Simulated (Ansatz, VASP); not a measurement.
## Ta3N in VASP and in Ansatz

File INCAR:

```
PREC     = Accurate       # precision mode
ENCUT    = 520            # plane-wave cutoff, eV
EDIFF    = 1E-6           # SCF threshold, eV
ISMEAR   = 0              # smearing method
SIGMA    = 0.1            # smearing width, eV
LREAL    = F              # projectors in reciprocal space
LASPH    = T              # aspherical terms in the spheres
NELM     = 80             # most SCF steps
ALGO     = Normal         # electronic algorithm
ISIF     = 2              # what is computed and relaxed
LWAVE    = F              # write WAVECAR
LCHARG   = F              # write CHGCAR
GGA      = PE             # functional
NBANDS   = 27             # bands
```

File KPOINTS:

```
Automatic mesh
0
Gamma
  6 6 2
```

The input POSCAR:

```
Ta3N
1.0
    3.0322239600      0.0000000000      0.0000000000
   -1.5161119800      2.6259829800      0.0000000000
    0.0000000000      0.0000000000      7.5241370200
Ta N
3 1
Direct
    0.0000000000      0.0000000000      0.5000000000
    0.3333333300      0.6666666700      0.1739300000
    0.6666666700      0.3333333300      0.8260700000
    0.0000000000      0.0000000000      0.0000000000
```

Input for Ansatz:

```yaml
crystal:
  lattice:
    - [3.03222396, 0.0, 0.0]
    - [-1.51611198, 2.62598298, 0.0]
    - [0.0, 0.0, 7.52413702]
  atoms:
    - { symbol: Ta, position: [0.0, 0.0, 0.5] }
    - { symbol: Ta, position: [0.33333333, 0.66666667, 0.17393] }
    - { symbol: Ta, position: [0.66666667, 0.33333333, 0.82607] }
    - { symbol: "N", position: [0.0, 0.0, 0.0] }
basis:
  ecutwfc: 420
kpoints:
  mp_grid: { grid: [6, 6, 2] }
hamiltonian:
  xc: pbe
scf:
  occupations: { method: gaussian, width: 0.1 }
  lower_state_search: "off"
output:
  forces: true
  stress: true
  eigenvalues: true
```

Alike in both runs: task single point; functional PBE; k mesh 6 × 6 × 2; occupations gaussian, width 0.1 eV; no spin polarisation.

|  | VASP | Ansatz |
| --- | --- | --- |
| version | VASP 6.6.1 | Ansatz 0.2.0 |
| potentials or method | VASP PAW PBE potentials, release 64 (Ta_pv, N), cutoff 520 eV | scalar-relativistic, plane waves, PAW |
| valence electrons in the cell | 38 | 44 |

```csv
,VASP,Ansatz,Ansatz less VASP
gap on the k mesh at the Fermi level (eV),none,none,-
pressure (GPa),0.2,-0.1,-0.29
"traceless stress, the component that is largest in VASP (GPa)",3.54,3.54,+0.002
rms of the force components (eV/Å),0.011,0.031,+0.0196
```

Atom by atom the forces differ by 0.020 eV/Å (rms over components). A gap of «none» marks a metal or a gap that the smearing closes. With one functional, cell and mesh, what is left measures potentials, basis and numerics. VASP's potentials hold 38 valence electrons a cell and Ansatz's 44, so a difference there can come from the potentials and not from the codes.

The k mesh is coarse, so the values compare programs but aren't converged. Spin-orbit coupling is off throughout.
